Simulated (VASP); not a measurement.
Set up this calculation in VASP 6.6.1, as the native input.

```
Task                   : single point
Functional             : PBEsol
Potentials or basis    : VASP PAW PBE potentials, release 64 (Mg, O)
Cutoff                 : 520 eV
k mesh                 : 9 × 9 × 6
Occupations            : gaussian, width 0.05 eV
Spin                   : no spin polarisation
Dipole correction      : no
Further INCAR settings : ALGO = Normal; EDIFF = 1e-06; NBANDS = 16
```

The structure of MgO lies in POSCAR:

```
MgO
1.0
    3.2399209199      0.0000000000      0.0000000000
   -1.6199604600      2.8058538229      0.0000000000
    0.0000000000      0.0000000000      5.2182166336
Mg O
2 2
Direct
    0.3333333333      0.6666666667      0.0390610606
    0.6666666667      0.3333333333      0.5390610606
    0.3333333333      0.6666666667      0.4009416620
    0.6666666667      0.3333333333      0.9009416620
```

This cell differs from its parent crystal: c/a of the conventional cell at fixed volume 1.6106.

These files were run (other wordings do the same):

INCAR

```
SYSTEM = MgO
PREC = Accurate
ENCUT = 520
EDIFF = 1E-6
ISMEAR = 0
SIGMA = 0.05
LREAL = .FALSE.
LASPH = .TRUE.
NELM = 60
ALGO = Normal
ISIF = 2
LWAVE = .FALSE.
LCHARG = .FALSE.
GGA = PS
NBANDS = 16
```

KPOINTS

```
Automatic mesh
0
G
  9 9 6
  0 0 0
```

Potentials or basis: VASP PAW PBE potentials, release 64 (Mg, O).

Run with:

```sh
$ cat potpaw_PBE.64/Mg/POTCAR potpaw_PBE.64/O/POTCAR > POTCAR
$ mpirun -np 1 vasp_std > vasp.out
```

Results of the run:

| Quantity | Value |
| --- | --- |
| Pressure | 1.4 GPa |
| Largest force | 1.072 eV/Å |
| Band gap on the k mesh | 3.59 eV, direct |

Caveat: the PAW data sets were made with another functional, which shifts forces and pressure a little.

Run time: 18 s on 1 thread of Intel(R) Xeon(R) Platinum 8488C (Sapphire Rapids), on a shared host, peak memory 0.17 GiB.
